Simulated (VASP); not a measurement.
# Li2S (Fm-3m) in VASP: single point with PBE

Aim: the single point of Li2S with PBE.

Program: VASP 6.6.1. These are calculated values, not measurements. Logs are shortened: lines on timing, memory, paths and dates and some standing lists are left out, and cuts for length are marked.

### 1 The cell of the first run

Symmetry: Fm-3m, No. 225, cubic system. Conventional cell: a = 5.706 Å, b = 5.706 Å, c = 5.706 Å, α = 90.00°, β = 90.00°, γ = 90.00°. Li (site symmetry -43m) has 4 S at 2.47 Å and 6 Li at 2.85 Å within 3.3 Å. S (site symmetry m-3m) has 8 Li at 2.47 Å within 3.3 Å.

### 2 Single point, PBE

Input file INCAR:

```
PREC     = Accurate       # precision mode
ENCUT    = 750            # plane-wave cutoff, eV
EDIFF    = 1E-6           # SCF threshold, eV
ISMEAR   = 0              # smearing method
SIGMA    = 0.02           # smearing width, eV
LREAL    = False          # projectors in reciprocal space
LASPH    = True           # aspherical terms in the spheres
NELM     = 120            # most SCF steps
ALGO     = Normal         # electronic algorithm
ISIF     = 2              # what is computed and relaxed
LWAVE    = False          # write WAVECAR
LCHARG   = True           # write CHGCAR
GGA      = PE             # functional
LELF     = True           # ELF
LVHAR    = True         
NBANDS   = 13             # bands
GGA_COMPAT= False
```

Input file KPOINTS:

```
Automatic mesh
0
Gamma
  8 8 8
```

Input file POSCAR:

```
Li2S
1.0
    0.0000000000      2.8528159652      2.8528159652
    2.8528159652      0.0000000000      2.8528159652
    2.8528159652      2.8528159652      0.0000000000
Li S
2 1
Direct
    0.2500000000      0.2500000000      0.2500000000
    0.7500000000      0.7500000000      0.7500000000
    0.0000000000      0.0000000000      0.0000000000
```

Potentials or basis: VASP PAW PBE potentials, release 64 (Li_sv, S).

The run is started by

```bash
$ cat potpaw_PBE.64/Li_sv/POTCAR potpaw_PBE.64/S/POTCAR > POTCAR
$ mpirun -np 1 vasp_std > vasp.out
```

OUTCAR:

```text
PREC = Accurate
   ENCUT = 750
   EDIFF = 1E-6
   ISMEAR = 0
   LREAL = False
   LASPH = True
   NELM = 120
   ISIF = 2
   GGA = PE

 ion  position               nearest neighbor table
   1  0.250  0.250  0.250-   3 2.47   3 2.47   3 2.47   3 2.47
   2  0.750  0.750  0.750-   3 2.47   3 2.47   3 2.47   3 2.47
   3  0.000  0.000  0.000-   1 2.47   2 2.47   2 2.47   2 2.47   2 2.47   1 2.47   1 2.47   1 2.47

  LATTYP: Found a face centered cubic cell.
 ALAT       =     5.7056319304

  Lattice vectors:

 A1 = (   0.0000000000,   2.8528159652,   2.8528159652)
 A2 = (   2.8528159652,   0.0000000000,   2.8528159652)
 A3 = (   2.8528159652,   2.8528159652,   0.0000000000)

Analysis of symmetry for initial positions (statically):
=====================================================================
 Subroutine PRICEL returns:
 Original cell was already a primitive cell.

 Routine SETGRP: Setting up the symmetry group for a
 face centered cubic supercell.

 Subroutine GETGRP returns: Found 48 space group operations
 (whereof 48 operations were pure point group operations)
 out of a pool of 48 trial point group operations.

The static configuration has the point symmetry O_h .

Analysis of symmetry for dynamics (positions and initial velocities):
=====================================================================
 Subroutine PRICEL returns:
 Original cell was already a primitive cell.

 Routine SETGRP: Setting up the symmetry group for a
 face centered cubic supercell.

 Subroutine GETGRP returns: Found 48 space group operations
 (whereof 48 operations were pure point group operations)
 out of a pool of 48 trial point group operations.

The dynamic configuration has the point symmetry O_h .

 Subroutine INISYM returns: Found 48 space group operations
 (whereof 48 operations are pure point group operations),
 and found     1 'primitive' translations

----------------------------------------------------------------------------------------

                                     Primitive cell

  volume of cell :      46.4356

  direct lattice vectors                    reciprocal lattice vectors
     0.000000000  2.852815965  2.852815965    -0.175265424  0.175265424  0.175265424
     2.852815965  0.000000000  2.852815965     0.175265424 -0.175265424  0.175265424
     2.852815965  2.852815965  0.000000000     0.175265424  0.175265424 -0.175265424

  length of vectors
     4.034491029  4.034491029  4.034491029     0.303568619  0.303568619  0.303568619

  position of ions in fractional coordinates (direct lattice)
     0.250000000  0.250000000  0.250000000
     0.750000000  0.750000000  0.750000000
     0.000000000  0.000000000  0.000000000

  ion indices of the primitive-cell ions
   primitive index   ion index
                 1           1
                 2           2
                 3           3

----------------------------------------------------------------------------------------

 KPOINTS: Automatic mesh

Automatic generation of k-mesh.
 Grid dimensions read from file:
 generate k-points for:    8    8    8

 Generating k-lattice:

  Cartesian coordinates                     Fractional coordinates (reciprocal lattice)
    -0.021908178  0.021908178  0.021908178     0.125000000  0.000000000  0.000000000
     0.021908178 -0.021908178  0.021908178     0.000000000  0.125000000  0.000000000
     0.021908178  0.021908178 -0.021908178     0.000000000  0.000000000  0.125000000

  Length of vectors
     0.037946077  0.037946077  0.037946077

  Shift w.r.t. Gamma in fractional coordinates (k-lattice)
     0.000000000  0.000000000  0.000000000

 Subroutine IBZKPT returns following result:
 ===========================================

 Found     29 irreducible k-points:

 Following reciprocal coordinates:
            Coordinates               Weight
  0.000000  0.000000  0.000000      1.000000
  0.125000  0.000000  0.000000      8.000000
  0.250000  0.000000  0.000000      8.000000
  0.375000  0.000000  0.000000      8.000000
  0.500000  0.000000  0.000000      4.000000
  0.125000  0.125000  0.000000      6.000000
[... 16 lines left out ...]
  0.500000  0.250000  0.125000     48.000000
 -0.375000  0.250000  0.125000     24.000000
 [... further k-points ...]
   k-points           NKPTS =     29   k-points in BZ     NKDIM =     29   number of bands    NBANDS=     13
   number of dos      NEDOS =    301   number of ions     NIONS =      3
   total plane-waves  NPLWV =  46656
   dimension x,y,z NGX =    36 NGY =   36 NGZ =   36
   dimension x,y,z NGXF=    72 NGYF=   72 NGZF=   72
   ions per type =               2   1
   NGX,Y,Z   is equivalent  to a cutoff of  14.83, 14.83, 14.83 a.u.
   NGXF,Y,Z  is equivalent  to a cutoff of  29.67, 29.67, 29.67 a.u.
 SYSTEM =  unknown system
   PREC   = accura    normal or accurate (medium, high low for compatibility)
   ISTART =      0    job   : 0-new  1-cont  2-samecut
   ICHARG =      2    charge: 1-file 2-atom 10-const
   ISPIN  =      1    spin polarized calculation?
   LNONCOLLINEAR =      F non collinear calculations
   LSORBIT =      F    spin-orbit coupling
   LASPH  =      T    aspherical Exc in radial PAW
   ENCUT  =  750.0 eV  55.12 Ry    7.42 a.u.   9.01  9.01  9.01*2*pi/ulx,y,z
   NELM   =    120;   NELMIN=  2; NELMDL= -5     # of ELM steps
   EDIFF  = 0.1E-05   stopping-criterion for ELM
   LREAL  =      F    real-space projection
   EDIFFG = 0.1E-04   stopping-criterion for IOM
   NSW    =      0    number of steps for IOM
   IBRION =     -1    ionic relax: 0-MD 1-quasi-New 2-CG
   NFREE  =      0    steps in history (QN), initial steepest desc. (CG)
   ISIF   =      2    stress and relaxation
   ISYM   =      2    0-nonsym 1-usesym 2-fastsym
   POTIM  = 0.5000    time-step for ionic-motion
   TEBEG  =    0.0;   TEEND  =   0.0 temperature during run
   PSTRESS=    0.0 pullay stress
   NELECT =      12.0000    total number of electrons
   NUPDOWN=      -1.0000    fix difference up-down
   EMIN   =  10.00;   EMAX   =-10.00  energy-range for DOS
   EFERMI =   0.00;   METHOD = LEGACY
   ISMEAR =     0;   SIGMA  =   0.02  broadening in eV -4-tet -1-fermi 0-gaus
   EFERMI_NEDOS =   21; number of points for ismear=-14 and -15
   IALGO  =     38    algorithm
   IMIX   =      4    mixing-type and parameters
     AMIX     =   0.40;   BMIX     =  1.00
     AMIX_MAG =   1.60;   BMIX_MAG =  1.00
  volume/ion in A,a.u.               =      15.48       104.45
  Fermi-wavevector in a.u.,A,eV,Ry     =   1.042761  1.970533 14.794305  1.087351
  Thomas-Fermi vector in A             =   2.177441
   LORBIT       =      0    0 simple, 1 ext, 2 COOP (PROOUT), +10 PAW based schemes
   GGA     = PE    functional components
   LHFCALC =     F    Hartree Fock is set to
   AEXX    =    0.0000 exact exchange contribution
   IVDW    =     0    specifies the selected vdW correction
   LEPSILON=     F    determine dielectric tensor
   LRPA    =     F    only Hartree local field effects (RPA)
 non-spin polarized calculation
 Gauss-broadening in eV      SIGMA  =   0.02
  energy-cutoff  :      750.00
  volume of cell :       46.44
 maximum number of plane-waves:      2200
   NGX = 17   NGY = 17   NGZ = 17

 number of electron      11.9999999 magnetization

 Free energy of the ion-electron system (eV)
  ---------------------------------------------------
  ext. energy  EPLUGINS =         0.00000000
  ---------------------------------------------------
  free energy    TOTEN  =       -11.99505693 eV

  energy without entropy =      -11.99505693  energy(sigma->0) =      -11.99505693

 E-fermi :   1.5930     XC(G=0):  -8.4926

 val. band max:        1.4381004105   @ k =   0.0000   0.0000   0.0000
 cond. band min:       4.8308249788   @ k =   0.5000   0.5000   0.0000
 fundamental gap:      3.3927245683
 Fermi energy:         1.5929864372

 k-point     1 :       0.0000    0.0000    0.0000
  band No.  band energies     occupation
      1     -42.7406      2.00000
      2     -42.6987      2.00000
      3      -9.5760      2.00000
      4       1.4381      2.00000
      5       1.4381      2.00000
      6       1.4381      2.00000
      7       5.6874      0.00000
      8       7.6666      0.00000
      9       7.6666      0.00000
     10       7.6666      0.00000
     11      12.6075      0.00000
     12      12.6075      0.00000
     13      13.8457      0.00000

 k-point     2 :       0.1250    0.0000    0.0000
  band No.  band energies     occupation
      1     -42.7389      2.00000
      2     -42.7002      2.00000
      3      -9.5198      2.00000
      4       0.8449      2.00000
      5       1.3509      2.00000
      6       1.3509      2.00000
      7       6.1189      0.00000
      8       7.9010      0.00000
      9       7.9010      0.00000
     10       8.0125      0.00000
     11      11.6460      0.00000
     12      11.6460      0.00000
     13      13.9874      0.00000

 k-point     3 :       0.2500    0.0000    0.0000
  band No.  band energies     occupation
      1     -42.7341      2.00000
      2     -42.7044      2.00000
      3      -9.3754      2.00000
      4      -0.2401      2.00000
      5       1.1619      2.00000
      6       1.1619      2.00000
      7       6.7901      0.00000
      8       8.2254      0.00000
      9       8.2254      0.00000
     10       8.8446      0.00000
     11      11.2773      0.00000
     12      11.2773      0.00000
     13      14.4133      0.00000

 k-point     4 :       0.3750    0.0000    0.0000
  band No.  band energies     occupation
      1     -42.7270      2.00000
      2     -42.7110      2.00000
      3      -9.2166      2.00000
      4      -1.1017      2.00000
      5       0.9968      2.00000
      6       0.9968      2.00000
      7       7.3101      0.00000
      8       8.1274      0.00000
      9       8.1274      0.00000
     10       9.5685      0.00000
     11      12.3435      0.00000
     12      12.3435      0.00000
     13      14.9574      0.00000

 k-point     5 :       0.5000    0.0000    0.0000
  band No.  band energies     occupation
      1     -42.7189      2.00000
      2     -42.7188      2.00000
      3      -9.1459      2.00000
      4      -1.4233      2.00000
      5       0.9340      2.00000
      6       0.9340      2.00000
      7       7.5226      0.00000
      8       8.0122      0.00000
      9       8.0122      0.00000
     10       9.8327      0.00000
     11      14.2113      0.00000
     12      14.2114      0.00000
     13      14.4654      0.00000
[... 257 lines left out ...]
 k-point    22 :       0.3750    0.2500    0.1250
  band No.  band energies     occupation
      1     -42.7310      2.00000
      2     -42.7071      2.00000
      3      -9.2663      2.00000
      4      -0.3637      2.00000
      5       0.4540      2.00000
      6       0.9226      2.00000
      7       6.8720      0.00000
      8       8.4518      0.00000
      9       8.5565      0.00000
     10       9.5310      0.00000
     11      10.4857      0.00000
     12      13.6103      0.00000
     13      16.0637      0.00000

 k-point    23 :       0.5000    0.2500    0.1250
  band No.  band energies     occupation
      1     -42.7253      2.00000
      2     -42.7124      2.00000
      3      -9.1363      2.00000
      4      -0.8952      2.00000
      5       0.2221      2.00000
      6       0.6857      2.00000
      7       7.1635      0.00000
      8       8.2002      0.00000
      9       9.4312      0.00000
     10       9.8464      0.00000
     11      11.4184      0.00000
     12      13.7895      0.00000
     13      15.2091      0.00000

 k-point    24 :      -0.3750    0.2500    0.1250
  band No.  band energies     occupation
      1     -42.7188      2.00000
      2     -42.7187      2.00000
      3      -9.0792      2.00000
      4      -1.1257      2.00000
      5       0.2010      2.00000
      6       0.5403      2.00000
      7       7.2970      0.00000
      8       8.0688      0.00000
      9       9.7789      0.00000
     10      10.4153      0.00000
     11      11.7616      0.00000
     12      13.0780      0.00000
     13      14.8029      0.00000

 [... further k-points ...]

------------------------ aborting loop because EDIFF is reached ----------------------------------------

  FORCE on cell =-STRESS in cart. coord.  units (eV):
  Direction    XX          YY          ZZ          XY          YZ          ZX
  --------------------------------------------------------------------------------------
  -------------------------------------------------------------------------------------
  Total       -0.0367243     -0.0367243     -0.0367243      0.0000000      0.0000000     -0.0000000
  in kB       -1.2671053     -1.2671053     -1.2671053      0.0000000      0.0000000     -0.0000000
  external PRESSURE =      -1.2671053 kB  Pullay stress =       0.0000000 kB

 VOLUME and BASIS-vectors are now :
 -----------------------------------------------------------------------------
  energy-cutoff  :      750.00
  volume of cell :       46.44
      direct lattice vectors                 reciprocal lattice vectors
     0.000000000  2.852815965  2.852815965    -0.175265424  0.175265424  0.175265424
     2.852815965  0.000000000  2.852815965     0.175265424 -0.175265424  0.175265424
     2.852815965  2.852815965  0.000000000     0.175265424  0.175265424 -0.175265424

 POSITION                                       TOTAL-FORCE (eV/Angst)
 -----------------------------------------------------------------------------------
      1.42641      1.42641      1.42641         0.000000      0.000000      0.000000
      4.27922      4.27922      4.27922        -0.000000     -0.000000     -0.000000
      0.00000      0.00000      0.00000        -0.000000     -0.000000     -0.000000
 -----------------------------------------------------------------------------------
    total drift:                                0.000000      0.000000      0.000000

  FREE ENERGIE OF THE ION-ELECTRON SYSTEM (eV)
  ---------------------------------------------------
  free  energy   TOTEN  =       -11.9950569304 eV

  energy  without entropy=      -11.9950569304  energy(sigma->0) =      -11.99505693
```

It took 21 s on 1 thread of Intel Xeon Platinum 8488C (Sapphire Rapids), shared host; peak memory 0.2 GiB.

What came out:

```yaml
Free_energy: -11.9951 eV
Pressure: -0.1 GPa
Band_gap_on_the_k_mesh: 3.39 eV (least direct gap 4.25 eV)
```

Levels at points of the mesh, in eV from the valence-band top:
```csv
k point,band 3,band 4,band 5,band 6,band 7,band 8,band 9,band 10
"(0.00, 0.00, 0.00)",-11.01,0.00,0.00,0.00,4.25,6.23,6.23,6.23
"(0.50, 0.00, 0.00)",-10.58,-2.86,-0.50,-0.50,6.08,6.57,6.57,8.39
"(0.50, 0.50, 0.00)",-10.46,-2.16,-1.41,-1.41,3.39,7.07,11.06,11.06
```

A k mesh can miss the band edges.
